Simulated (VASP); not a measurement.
# CaTa2 (P6/mmm) in VASP: further runs, part 2 of 2

VASP 6.6.1. The steps go on from the part before.

### 4 Single point, PBE

INCAR

```
SYSTEM = CaTa2
ALGO = Fast
EDIFF = 1E-6
ENCUT = 520
GGA = PE
ISIF = 2
ISMEAR = 0
LASPH = .True.
LCHARG = .False.
LREAL = .False.
LWAVE = .False.
NBANDS = 23
NELM = 60
PREC = Accurate
SIGMA = 0.1
```

KPOINTS

```
k-points
0
Gamma
  12 12 16
  0 0 0
```

POSCAR

```
CaTa2
1.0
    4.9613892960      0.0000000000      0.0000000000
   -2.4806946480      4.2966891684      0.0000000000
    0.0000000000      0.0000000000      3.0228937735
Ca Ta
1 2
Direct
    0.0000000000      0.0000000000      0.0000000000
    0.3333333333      0.6666666667      0.5000000000
    0.6666666667      0.3333333333      0.5000000000
```

Potentials or basis: VASP PAW PBE potentials, release 64 (Ca_sv, Ta_pv).

Command:

```console
> cat potpaw_PBE.64/Ca_sv/POTCAR potpaw_PBE.64/Ta_pv/POTCAR > POTCAR
> mpirun -np 1 vasp_std > vasp.out
```

OUTCAR:

```text
SYSTEM = CaTa2
   EDIFF = 1E-6
   ENCUT = 520
   GGA = PE
   ISIF = 2
   ISMEAR = 0
   LASPH = .True.
   LREAL = .False.
   NELM = 60
   PREC = Accurate

 ion  position               nearest neighbor table
   1  0.000  0.000  0.000-   2 3.24   3 3.24   2 3.24   3 3.24   2 3.24   2 3.24   3 3.24   3 3.24
                             3 3.24   3 3.24   2 3.24   2 3.24
   2  0.333  0.667  0.500-   3 2.86   3 2.86   3 2.86   1 3.24   1 3.24   1 3.24   1 3.24   1 3.24
                             1 3.24
   3  0.667  0.333  0.500-   2 2.86   2 2.86   2 2.86   1 3.24   1 3.24   1 3.24   1 3.24   1 3.24
                             1 3.24

  LATTYP: Found a hexagonal cell.
 ALAT       =     4.9613892960
 C/A-ratio  =     0.6092837294

  Lattice vectors:

 A1 = (   4.9613892960,   0.0000000000,   0.0000000000)
 A2 = (  -2.4806946480,   4.2966891684,   0.0000000000)
 A3 = (   0.0000000000,   0.0000000000,   3.0228937735)

Analysis of symmetry for initial positions (statically):
=====================================================================
 Subroutine PRICEL returns:
 Original cell was already a primitive cell.

 Routine SETGRP: Setting up the symmetry group for a
 hexagonal supercell.

 Subroutine GETGRP returns: Found 24 space group operations
 (whereof 24 operations were pure point group operations)
 out of a pool of 24 trial point group operations.

The static configuration has the point symmetry D_6h.

Analysis of symmetry for dynamics (positions and initial velocities):
=====================================================================
 Subroutine PRICEL returns:
 Original cell was already a primitive cell.

 Routine SETGRP: Setting up the symmetry group for a
 hexagonal supercell.

 Subroutine GETGRP returns: Found 24 space group operations
 (whereof 24 operations were pure point group operations)
 out of a pool of 24 trial point group operations.

The dynamic configuration has the point symmetry D_6h.

 Subroutine INISYM returns: Found 24 space group operations
 (whereof 24 operations are pure point group operations),
 and found     1 'primitive' translations

----------------------------------------------------------------------------------------

                                     Primitive cell

  volume of cell :      64.4407

  direct lattice vectors                    reciprocal lattice vectors
     4.961389296  0.000000000  0.000000000     0.201556447  0.116368669  0.000000000
    -2.480694648  4.296689168  0.000000000     0.000000000  0.232737338  0.000000000
     0.000000000  0.000000000  3.022893773     0.000000000  0.000000000  0.330808846

  length of vectors
     4.961389296  4.961389296  3.022893773     0.232737338  0.232737338  0.330808846

  position of ions in fractional coordinates (direct lattice)
     0.000000000  0.000000000  0.000000000
     0.333333333  0.666666667  0.500000000
     0.666666667  0.333333333  0.500000000

  ion indices of the primitive-cell ions
   primitive index   ion index
                 1           1
                 2           2
                 3           3

----------------------------------------------------------------------------------------

 KPOINTS: k-points

Automatic generation of k-mesh.
 Grid dimensions read from file:
 generate k-points for:   12   12   16

 Generating k-lattice:

  Cartesian coordinates                     Fractional coordinates (reciprocal lattice)
     0.016796371  0.009697389  0.000000000     0.083333333  0.000000000  0.000000000
     0.000000000  0.019394778  0.000000000     0.000000000  0.083333333  0.000000000
     0.000000000  0.000000000  0.020675553     0.000000000  0.000000000  0.062500000

  Length of vectors
     0.019394778  0.019394778  0.020675553

  Shift w.r.t. Gamma in fractional coordinates (k-lattice)
     0.000000000  0.000000000  0.000000000

 Subroutine IBZKPT returns following result:
 ===========================================

 Found    171 irreducible k-points:

 Following reciprocal coordinates:
            Coordinates               Weight
  0.000000  0.000000  0.000000      1.000000
  0.083333 -0.000000  0.000000      6.000000
  0.166667  0.000000  0.000000      6.000000
  0.250000  0.000000  0.000000      6.000000
  0.333333  0.000000  0.000000      6.000000
  0.416667  0.000000  0.000000      6.000000
[... 16 lines left out ...]
  0.250000  0.000000  0.062500     12.000000
  0.333333  0.000000  0.062500     12.000000
 [... further k-points ...]
   k-points           NKPTS =    171   k-points in BZ     NKDIM =    171   number of bands    NBANDS=     23
   number of dos      NEDOS =    301   number of ions     NIONS =      3
   total plane-waves  NPLWV =  38400
   dimension x,y,z NGX =    40 NGY =   40 NGZ =   24
   dimension x,y,z NGXF=    80 NGYF=   80 NGZF=   48
   ions per type =               1   2
   NGX,Y,Z   is equivalent  to a cutoff of  13.40, 13.40, 13.20 a.u.
   NGXF,Y,Z  is equivalent  to a cutoff of  26.81, 26.81, 26.40 a.u.
 SYSTEM =  CaTa2
   PREC   = accura    normal or accurate (medium, high low for compatibility)
   ISTART =      0    job   : 0-new  1-cont  2-samecut
   ICHARG =      2    charge: 1-file 2-atom 10-const
   ISPIN  =      1    spin polarized calculation?
   LNONCOLLINEAR =      F non collinear calculations
   LSORBIT =      F    spin-orbit coupling
   LASPH  =      T    aspherical Exc in radial PAW
   ENCUT  =  520.0 eV  38.22 Ry    6.18 a.u.   9.22  9.22  5.62*2*pi/ulx,y,z
   NELM   =     60;   NELMIN=  2; NELMDL= -5     # of ELM steps
   EDIFF  = 0.1E-05   stopping-criterion for ELM
   LREAL  =      F    real-space projection
   EDIFFG = 0.1E-04   stopping-criterion for IOM
   NSW    =      0    number of steps for IOM
   IBRION =     -1    ionic relax: 0-MD 1-quasi-New 2-CG
   NFREE  =      0    steps in history (QN), initial steepest desc. (CG)
   ISIF   =      2    stress and relaxation
   ISYM   =      2    0-nonsym 1-usesym 2-fastsym
   POTIM  = 0.5000    time-step for ionic-motion
   TEBEG  =    0.0;   TEEND  =   0.0 temperature during run
   PSTRESS=    0.0 pullay stress
   NELECT =      32.0000    total number of electrons
   NUPDOWN=      -1.0000    fix difference up-down
   EMIN   =  10.00;   EMAX   =-10.00  energy-range for DOS
   EFERMI =   0.00;   METHOD = LEGACY
   ISMEAR =     0;   SIGMA  =   0.10  broadening in eV -4-tet -1-fermi 0-gaus
   EFERMI_NEDOS =   21; number of points for ismear=-14 and -15
   IALGO  =     68    algorithm
   IMIX   =      4    mixing-type and parameters
     AMIX     =   0.40;   BMIX     =  1.00
     AMIX_MAG =   1.60;   BMIX_MAG =  1.00
  volume/ion in A,a.u.               =      21.48       144.96
  Fermi-wavevector in a.u.,A,eV,Ry     =   1.296397  2.449836 22.866576  1.680646
  Thomas-Fermi vector in A             =   2.427856
   LORBIT       =      0    0 simple, 1 ext, 2 COOP (PROOUT), +10 PAW based schemes
   GGA     = PE    functional components
   LHFCALC =     F    Hartree Fock is set to
   AEXX    =    0.0000 exact exchange contribution
   IVDW    =     0    specifies the selected vdW correction
   LEPSILON=     F    determine dielectric tensor
   LRPA    =     F    only Hartree local field effects (RPA)
 non-spin polarized calculation
 RMM-DIIS sequential band-by-band and
 Gauss-broadening in eV      SIGMA  =   0.10
  energy-cutoff  :      520.00
  volume of cell :       64.44
 maximum number of plane-waves:      1757
 NGX is ok and might be reduce to    40
   NGX = 19   NGY = 19   NGZ = 11

 number of electron      31.9999998 magnetization

 Free energy of the ion-electron system (eV)
  ---------------------------------------------------
  ext. energy  EPLUGINS =         0.00000000
  ---------------------------------------------------
  free energy    TOTEN  =       -23.59743821 eV

  energy without entropy =      -23.59346797  energy(sigma->0) =      -23.59545309

 E-fermi :   4.4164     XC(G=0): -11.1810

 val. band max:        4.3872952624   @ k =   0.2500   0.0000   0.0625
 cond. band min:       4.4529416667   @ k =   0.1667   0.0000   0.1250
 fundamental gap:      0.0656464043
 Fermi energy:         4.4164444951

 k-point     1 :       0.0000    0.0000    0.0000
  band No.  band energies     occupation
      1     -35.3529      2.00000
      2     -29.8040      2.00000
      3     -29.8040      2.00000
      4     -29.4076      2.00000
      5     -29.2986      2.00000
      6     -29.2906      2.00000
[... 613 lines left out ...]
     22       7.9572      0.00000
     23       8.3315      0.00000

 [... further k-points ...]

------------------------ aborting loop because EDIFF is reached ----------------------------------------

  FORCE on cell =-STRESS in cart. coord.  units (eV):
  Direction    XX          YY          ZZ          XY          YZ          ZX
  --------------------------------------------------------------------------------------
  -------------------------------------------------------------------------------------
  Total        0.0437649      0.0437649      0.0328395      0.0000000      0.0000000      0.0000000
  in kB        1.0881191      1.0881191      0.8164820      0.0000000      0.0000000      0.0000000
  external PRESSURE =       0.9975734 kB  Pullay stress =       0.0000000 kB

 VOLUME and BASIS-vectors are now :
 -----------------------------------------------------------------------------
  energy-cutoff  :      520.00
  volume of cell :       64.44
      direct lattice vectors                 reciprocal lattice vectors
     4.961389296  0.000000000  0.000000000     0.201556447  0.116368669  0.000000000
    -2.480694648  4.296689168  0.000000000     0.000000000  0.232737338  0.000000000
     0.000000000  0.000000000  3.022893773     0.000000000  0.000000000  0.330808846

 POSITION                                       TOTAL-FORCE (eV/Angst)
 -----------------------------------------------------------------------------------
      0.00000      0.00000      0.00000        -0.000000      0.000000      0.000000
     -0.00000      2.86446      1.51145         0.000000     -0.000000      0.000000
      2.48069      1.43223      1.51145        -0.000000      0.000000     -0.000000
 -----------------------------------------------------------------------------------
    total drift:                                0.000000     -0.000000      0.000000

  FREE ENERGIE OF THE ION-ELECTRON SYSTEM (eV)
  ---------------------------------------------------
  free  energy   TOTEN  =       -23.5974382098 eV

  energy  without entropy=      -23.5934679655  energy(sigma->0) =      -23.59545309
```

OSZICAR:

```text
N       E                     dE             d eps       ncg     rms          rms(c)
DAV:   1     0.288140740966E+03    0.28814E+03   -0.17344E+04  7866   0.141E+03
DAV:   2    -0.150785363398E+02   -0.30322E+03   -0.29452E+03  8846   0.401E+02
DAV:   3    -0.249721971698E+02   -0.98937E+01   -0.93687E+01 11691   0.670E+01
DAV:   4    -0.253750746760E+02   -0.40288E+00   -0.40203E+00 11552   0.102E+01
DAV:   5    -0.253828591289E+02   -0.77845E-02   -0.77828E-02 11108   0.135E+00    0.143E+01
RMM:   6    -0.236718871457E+02    0.17110E+01   -0.45329E+00 10036   0.108E+01    0.629E+00
RMM:   7    -0.236258490057E+02    0.46038E-01   -0.98061E-01 10682   0.476E+00    0.305E+00
RMM:   8    -0.235941146926E+02    0.31734E-01   -0.14859E-01 10332   0.236E+00    0.454E-01
RMM:   9    -0.235971490308E+02   -0.30343E-02   -0.50883E-02 11759   0.110E+00    0.277E-01
RMM:  10    -0.235973443274E+02   -0.19530E-03   -0.74208E-03 11744   0.460E-01    0.116E-01
RMM:  11    -0.235973758565E+02   -0.31529E-04   -0.19081E-03 12278   0.222E-01    0.618E-02
RMM:  12    -0.235974095868E+02   -0.33730E-04   -0.54196E-04 12874   0.111E-01    0.782E-03
RMM:  13    -0.235974278334E+02   -0.18247E-04   -0.18961E-04 12972   0.575E-02    0.783E-03
RMM:  14    -0.235974340951E+02   -0.62617E-05   -0.66473E-05 12265   0.337E-02    0.356E-03
RMM:  15    -0.235974363762E+02   -0.22810E-05   -0.27446E-05 11102   0.216E-02    0.272E-03
RMM:  16    -0.235974378106E+02   -0.14344E-05   -0.12291E-05  9345   0.132E-02    0.233E-03
RMM:  17    -0.235974382098E+02   -0.39921E-06   -0.54264E-06  7941   0.944E-03
   1 F= -.23597438E+02 E0= -.23595453E+02  d E =-.397024E-02
```

stdout:

```text
POSCAR found type information on POSCAR CaTa
 POSCAR found :  2 types and       3 ions
 scaLAPACK will be used
 LDA part: xc-table for (Slater+PW92), standard interpolation
 POSCAR, INCAR and KPOINTS ok, starting setup
 FFT: planning ... GRIDC
 FFT: planning ... GRID_SOFT
 FFT: planning ... GRID
 WAVECAR not read
 entering main loop
WARNING in EDDRMM: call to ZHEGV failed, returncode =   6  3     13
WARNING in EDDRMM: call to ZHEGV failed, returncode =   6  3     17
WARNING in EDDRMM: call to ZHEGV failed, returncode =   8  4     11
WARNING in EDDRMM: call to ZHEGV failed, returncode =   6  3     20
```

Run time: 5.5 min. Hardware: 1 thread of Intel Xeon Platinum 8259CL at 2.50GHz (Skylake/Cascade Lake), shared host; peak memory 0.37 GiB.

Results:

| Item | Value |
| --- | --- |
| Free energy | -23.5974 eV |
| Pressure | 0.1 GPa |
| Band gap on the k mesh | zero (bands 16 and 17 overlap by 0.66 eV) |

Levels at points of the mesh, in eV from the Fermi level:
```tsv
k point	band 12	band 13	band 14	band 15	band 16	band 17	band 18	band 19	band 20	band 21
(0.00, 0.00, 0.00)	-2.05	-1.26	-0.55	-0.55	-0.33	-0.33	2.27	2.27	2.68	2.72
(0.50, 0.00, 0.00)	-3.68	-2.57	-1.00	-0.92	-0.57	1.36	1.44	1.73	2.48	2.80
(0.00, 0.00, 0.50)	-2.21	-2.21	-0.88	-0.88	-0.84	1.08	1.08	1.17	1.17	6.33
(0.50, 0.00, 0.50)	-2.41	-2.11	-1.03	-0.69	-0.68	0.76	1.27	2.02	2.97	3.46
```

Caveat: spin-orbit coupling is left out, which moves the levels of the heavy elements.

### 5 The runs side by side

```csv
task,cell,k mesh,cutoff (eV),gap on the mesh (eV),pressure (GPa)
single point,"a = 4.945, b = 4.945, c = 3.038 Å, angles 90.0, 90.0, 120.0°, 3 atoms",6 × 6 × 4,520,none,0.2
relaxation of cell and atoms,"relaxed from a = 3.952, b = 3.952, c = 4.268 Å, angles 90.0, 90.0, 120.0°, 3 atoms",6 × 6 × 4,600,none,-0.1
single point,"a = 4.961, b = 4.961, c = 3.023 Å, angles 90.0, 90.0, 120.0°, 3 atoms",12 × 12 × 16,520,none,0.1
```

Alike in all rows: level PBE; potentials or basis VASP PAW PBE potentials, release 64 (Ca_sv, Ta_pv); no spin polarisation; smearing gaussian 0.1 eV.

Caveats: some runs use coarse meshes; spin-orbit coupling is left out, which moves the levels of the heavy elements; a cell axis changed by over 15 % at a fixed basis, so the end point is rough (at least some runs).

Absolute energies hang on the potentials; compare differences alone.

The gap in the log of VASP goes by the Fermi energy; the results here count the filled bands.